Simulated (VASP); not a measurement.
# Tl (P6_3/mmc) in VASP: single point with LDA

Aim: the single point of Tl with LDA.

Program: VASP 6.6.1. These are calculated values, not measurements. Logs are shortened: lines on timing, memory, paths and dates and some standing lists are left out, and cuts for length are marked.

## 1. The cell of the first run

It takes space group P6_3/mmc (No. 194, hexagonal). Conventional cell: a = 3.405 Å, b = 3.405 Å, c = 5.429 Å, α = 90.00°, β = 90.00°, γ = 120.00°. Tl (site symmetry -6m2) has 12 Tl at 3.35 to 3.40 Å within 4.4 Å.

## 2. Single point, LDA

INCAR

```
PREC     = Accurate       # precision mode
ENCUT    = 520            # plane-wave cutoff, eV
EDIFF    = 1E-7           # SCF threshold, eV
ISMEAR   = 0              # smearing method
SIGMA    = 0.05           # smearing width, eV
LREAL    = False          # projectors in reciprocal space
LASPH    = True           # aspherical terms in the spheres
NELM     = 100            # most SCF steps
ALGO     = Normal         # electronic algorithm
ISIF     = 2              # what is computed and relaxed
LWAVE    = False          # write WAVECAR
LCHARG   = False          # write CHGCAR
NBANDS   = 20             # bands
```

KPOINTS

```
Automatic mesh
0
Gamma
  14 14 8
```

POSCAR

```
Tl
1.0
    3.4048507622      0.0000000000      0.0000000000
   -1.7024253811      2.9486872562      0.0000000000
    0.0000000000      0.0000000000      5.4290719970
Tl
2
Direct
    0.3333333333      0.6666666667      0.7500000000
    0.6666666667      0.3333333333      0.2500000000
```

Potentials or basis: VASP PAW LDA potentials, release 64 (Tl_d).

Launch:

```sh
> cat potpaw_LDA.64/Tl_d/POTCAR > POTCAR
> mpirun -np 1 vasp_std > vasp.out
```

OUTCAR:

```text
PREC = Accurate
   ENCUT = 520
   EDIFF = 1E-7
   ISMEAR = 0
   LREAL = False
   LASPH = True
   NELM = 100
   ISIF = 2

 ion  position               nearest neighbor table
   1  0.333  0.667  0.750-   2 3.35   2 3.35   2 3.35   2 3.35   2 3.35   2 3.35
   2  0.667  0.333  0.250-   1 3.35   1 3.35   1 3.35   1 3.35   1 3.35   1 3.35

  LATTYP: Found a hexagonal cell.
 ALAT       =     3.4048507622
 C/A-ratio  =     1.5945110010

  Lattice vectors:

 A1 = (   3.4048507622,   0.0000000000,   0.0000000000)
 A2 = (  -1.7024253811,   2.9486872562,   0.0000000000)
 A3 = (   0.0000000000,   0.0000000000,   5.4290719970)

Analysis of symmetry for initial positions (statically):
=====================================================================
 Subroutine PRICEL returns:
 Original cell was already a primitive cell.

 Routine SETGRP: Setting up the symmetry group for a
 hexagonal supercell.

 Subroutine GETGRP returns: Found 24 space group operations
 (whereof 12 operations were pure point group operations)
 out of a pool of 24 trial point group operations.

The static configuration has the point symmetry D_3d.
 The point group associated with its full space group is D_6h.

Analysis of symmetry for dynamics (positions and initial velocities):
=====================================================================
 Subroutine PRICEL returns:
 Original cell was already a primitive cell.

 Routine SETGRP: Setting up the symmetry group for a
 hexagonal supercell.

 Subroutine GETGRP returns: Found 24 space group operations
 (whereof 12 operations were pure point group operations)
 out of a pool of 24 trial point group operations.

The dynamic configuration has the point symmetry D_3d.
 The point group associated with its full space group is D_6h.

 Subroutine INISYM returns: Found 24 space group operations
 (whereof 12 operations are pure point group operations),
 and found     1 'primitive' translations

----------------------------------------------------------------------------------------

                                     Primitive cell

  volume of cell :      54.5070

  direct lattice vectors                    reciprocal lattice vectors
     3.404850762  0.000000000  0.000000000     0.293698629  0.169566982  0.000000000
    -1.702425381  2.948687256  0.000000000     0.000000000  0.339133965  0.000000000
     0.000000000  0.000000000  5.429071997     0.000000000  0.000000000  0.184193542

  length of vectors
     3.404850762  3.404850762  5.429071997     0.339133965  0.339133965  0.184193542

  position of ions in fractional coordinates (direct lattice)
     0.333333333  0.666666667  0.750000000
     0.666666667  0.333333333  0.250000000

  ion indices of the primitive-cell ions
   primitive index   ion index
                 1           1
                 2           2

----------------------------------------------------------------------------------------

 KPOINTS: Automatic mesh

Automatic generation of k-mesh.
 Grid dimensions read from file:
 generate k-points for:   14   14    8

 Generating k-lattice:

  Cartesian coordinates                     Fractional coordinates (reciprocal lattice)
     0.020978473  0.012111927  0.000000000     0.071428571  0.000000000  0.000000000
     0.000000000  0.024223855  0.000000000     0.000000000  0.071428571  0.000000000
     0.000000000  0.000000000  0.023024193     0.000000000  0.000000000  0.125000000

  Length of vectors
     0.024223855  0.024223855  0.023024193

  Shift w.r.t. Gamma in fractional coordinates (k-lattice)
     0.000000000  0.000000000  0.000000000

 Subroutine IBZKPT returns following result:
 ===========================================

 Found    120 irreducible k-points:

 Following reciprocal coordinates:
            Coordinates               Weight
  0.000000  0.000000  0.000000      1.000000
  0.071429  0.000000  0.000000      6.000000
  0.142857  0.000000  0.000000      6.000000
  0.214286  0.000000  0.000000      6.000000
  0.285714 -0.000000  0.000000      6.000000
  0.357143  0.000000  0.000000      6.000000
[... 16 lines left out ...]
  0.285714  0.285714  0.000000      6.000000
  0.357143  0.285714  0.000000      6.000000
 [... further k-points ...]
   k-points           NKPTS =    120   k-points in BZ     NKDIM =    120   number of bands    NBANDS=     20
   number of dos      NEDOS =    301   number of ions     NIONS =      2
   total plane-waves  NPLWV =  31360
   dimension x,y,z NGX =    28 NGY =   28 NGZ =   40
   dimension x,y,z NGXF=    56 NGYF=   56 NGZF=   80
   ions per type =               2
   NGX,Y,Z   is equivalent  to a cutoff of  13.67, 13.67, 12.25 a.u.
   NGXF,Y,Z  is equivalent  to a cutoff of  27.34, 27.34, 24.50 a.u.
 SYSTEM =  unknown system
   PREC   = accura    normal or accurate (medium, high low for compatibility)
   ISTART =      0    job   : 0-new  1-cont  2-samecut
   ICHARG =      2    charge: 1-file 2-atom 10-const
   ISPIN  =      1    spin polarized calculation?
   LNONCOLLINEAR =      F non collinear calculations
   LSORBIT =      F    spin-orbit coupling
   LASPH  =      T    aspherical Exc in radial PAW
   ENCUT  =  520.0 eV  38.22 Ry    6.18 a.u.   6.33  6.33 10.09*2*pi/ulx,y,z
   NELM   =    100;   NELMIN=  2; NELMDL= -5     # of ELM steps
   EDIFF  = 0.1E-06   stopping-criterion for ELM
   LREAL  =      F    real-space projection
   EDIFFG = 0.1E-05   stopping-criterion for IOM
   NSW    =      0    number of steps for IOM
   IBRION =     -1    ionic relax: 0-MD 1-quasi-New 2-CG
   NFREE  =      0    steps in history (QN), initial steepest desc. (CG)
   ISIF   =      2    stress and relaxation
   ISYM   =      2    0-nonsym 1-usesym 2-fastsym
   POTIM  = 0.5000    time-step for ionic-motion
   TEBEG  =    0.0;   TEEND  =   0.0 temperature during run
   PSTRESS=    0.0 pullay stress
   NELECT =      26.0000    total number of electrons
   NUPDOWN=      -1.0000    fix difference up-down
   EMIN   =  10.00;   EMAX   =-10.00  energy-range for DOS
   EFERMI =   0.00;   METHOD = LEGACY
   ISMEAR =     0;   SIGMA  =   0.05  broadening in eV -4-tet -1-fermi 0-gaus
   EFERMI_NEDOS =   21; number of points for ismear=-14 and -15
   IALGO  =     38    algorithm
   IMIX   =      4    mixing-type and parameters
     AMIX     =   0.40;   BMIX     =  1.00
     AMIX_MAG =   1.60;   BMIX_MAG =  1.00
  volume/ion in A,a.u.               =      27.25       183.92
  Fermi-wavevector in a.u.,A,eV,Ry     =   1.279131  2.417208 22.261540  1.636177
  Thomas-Fermi vector in A             =   2.411634
   LORBIT       =      0    0 simple, 1 ext, 2 COOP (PROOUT), +10 PAW based schemes
   GGA     = CA    functional components
   LHFCALC =     F    Hartree Fock is set to
   AEXX    =    0.0000 exact exchange contribution
   IVDW    =     0    specifies the selected vdW correction
   LEPSILON=     F    determine dielectric tensor
   LRPA    =     F    only Hartree local field effects (RPA)
 non-spin polarized calculation
 Gauss-broadening in eV      SIGMA  =   0.05
  energy-cutoff  :      520.00
  volume of cell :       54.51
 maximum number of plane-waves:      1496
 NGX is ok and might be reduce to    28
   NGX = 13   NGY = 13   NGZ = 21

 number of electron      26.0000001 magnetization

 Free energy of the ion-electron system (eV)
  ---------------------------------------------------
  ext. energy  EPLUGINS =         0.00000000
  ---------------------------------------------------
  free energy    TOTEN  =        -5.86146159 eV

  energy without entropy =       -5.86001308  energy(sigma->0) =       -5.86073733

 E-fermi :   6.8667     XC(G=0): -10.7444

 val. band max:        6.8551266149   @ k =   0.4286   0.0000   0.2500
 cond. band min:       6.8669794738   @ k =   0.5000   0.0000   0.1250
 fundamental gap:      0.0118528590
 Fermi energy:         6.8667050216

 k-point     1 :       0.0000    0.0000    0.0000
  band No.  band energies     occupation
      1      -5.0683      2.00000
      2      -4.7828      2.00000
      3      -4.7595      2.00000
      4      -4.7595      2.00000
      5      -4.6967      2.00000
      6      -4.6967      2.00000
[... 12 lines left out ...]
     19      17.9308      0.00000
     20      18.1499      0.00000

 k-point     2 :       0.0714    0.0000    0.0000
  band No.  band energies     occupation
      1      -5.0470      2.00000
      2      -4.8119      2.00000
      3      -4.7346      2.00000
      4      -4.7261      2.00000
      5      -4.6991      2.00000
      6      -4.6737      2.00000
[... 12 lines left out ...]
     19      18.1390      0.00000
     20      18.4378      0.00000

 k-point     3 :       0.1429    0.0000    0.0000
  band No.  band energies     occupation
      1      -5.0089      2.00000
      2      -4.8379      2.00000
      3      -4.7174      2.00000
      4      -4.6906      2.00000
      5      -4.6747      2.00000
      6      -4.6644      2.00000
[... 12 lines left out ...]
     19      17.6950      0.00000
     20      19.0691      0.00000

 k-point     4 :       0.2143    0.0000    0.0000
  band No.  band energies     occupation
      1      -5.0221      2.00000
      2      -4.8273      2.00000
      3      -4.7626      2.00000
      4      -4.7218      2.00000
      5      -4.7163      2.00000
      6      -4.5810      2.00000
[... 12 lines left out ...]
     19      17.2033      0.00000
     20      18.3930      0.00000

 k-point     5 :       0.2857   -0.0000    0.0000
  band No.  band energies     occupation
      1      -5.0769      2.00000
      2      -4.8519      2.00000
      3      -4.8489      2.00000
      4      -4.7589      2.00000
      5      -4.6707      2.00000
      6      -4.4826      2.00000
[... 12 lines left out ...]
     19      16.4816      0.00000
     20      17.6830      0.00000
[... 353 lines left out ...]
      6      -4.5535      2.00000
[... 12 lines left out ...]
     19      14.5613      0.00000
     20      19.6648      0.00000

 k-point    22 :       0.3571    0.2143    0.0000
  band No.  band energies     occupation
      1      -5.0572      2.00000
      2      -4.9648      2.00000
      3      -4.8003      2.00000
      4      -4.7675      2.00000
      5      -4.6202      2.00000
      6      -4.5324      2.00000
[... 12 lines left out ...]
     19      14.3038      0.00000
     20      19.5545      0.00000

 k-point    23 :       0.2857    0.2857    0.0000
  band No.  band energies     occupation
      1      -5.0626      2.00000
      2      -4.8470      2.00000
      3      -4.8426      2.00000
      4      -4.7501      2.00000
      5      -4.6352      2.00000
      6      -4.5576      2.00000
[... 12 lines left out ...]
     19      13.8795      0.00000
     20      21.6069      0.00000

 k-point    24 :       0.3571    0.2857    0.0000
  band No.  band energies     occupation
      1      -5.0765      2.00000
      2      -4.8468      2.00000
      3      -4.7816      2.00000
      4      -4.7258      2.00000
      5      -4.6667      2.00000
      6      -4.6093      2.00000
[... 12 lines left out ...]
     19      13.6590      0.00000
     20      21.5726      0.00000

 [... further k-points ...]
[... 5 lines left out ...]
  --------------------------------------------------------------------------------------
  -------------------------------------------------------------------------------------
  Total        0.0069765      0.0069765      0.0667184      0.0000000      0.0000000      0.0000000
  in kB        0.2050684      0.2050684      1.9611175      0.0000000      0.0000000      0.0000000
  external PRESSURE =       0.7904181 kB  Pullay stress =       0.0000000 kB

 VOLUME and BASIS-vectors are now :
 -----------------------------------------------------------------------------
  energy-cutoff  :      520.00
  volume of cell :       54.51
      direct lattice vectors                 reciprocal lattice vectors
     3.404850762  0.000000000  0.000000000     0.293698629  0.169566982  0.000000000
    -1.702425381  2.948687256  0.000000000     0.000000000  0.339133965  0.000000000
     0.000000000  0.000000000  5.429071997     0.000000000  0.000000000  0.184193542

 POSITION                                       TOTAL-FORCE (eV/Angst)
 -----------------------------------------------------------------------------------
     -0.00000      1.96579      4.07180        -0.000000      0.000000      0.000000
      1.70243      0.98290      1.35727         0.000000     -0.000000      0.000000
 -----------------------------------------------------------------------------------
    total drift:                               -0.000000      0.000000      0.000000

  FREE ENERGIE OF THE ION-ELECTRON SYSTEM (eV)
  ---------------------------------------------------
  free  energy   TOTEN  =        -5.8614615862 eV

  energy  without entropy=       -5.8600130771  energy(sigma->0) =       -5.86073733
```

Wall time 69 s (1 thread of Intel Xeon Platinum 8488C (Sapphire Rapids), shared host); peak memory 0.22 GiB.

Results:

```
Free energy            : -5.8615 eV
Pressure               : 0.1 GPa
Band gap on the k mesh : zero (band 13 reaches 10.51 eV, above the bottom of band 14 at 4.36 eV)
```

Stress tensor (GPa, compression positive):
```
0.02 0.00 0.00
0.00 0.02 0.00
0.00 0.00 0.20
```

Caveat: spin-orbit coupling is left out, which moves the levels of the heavy elements.
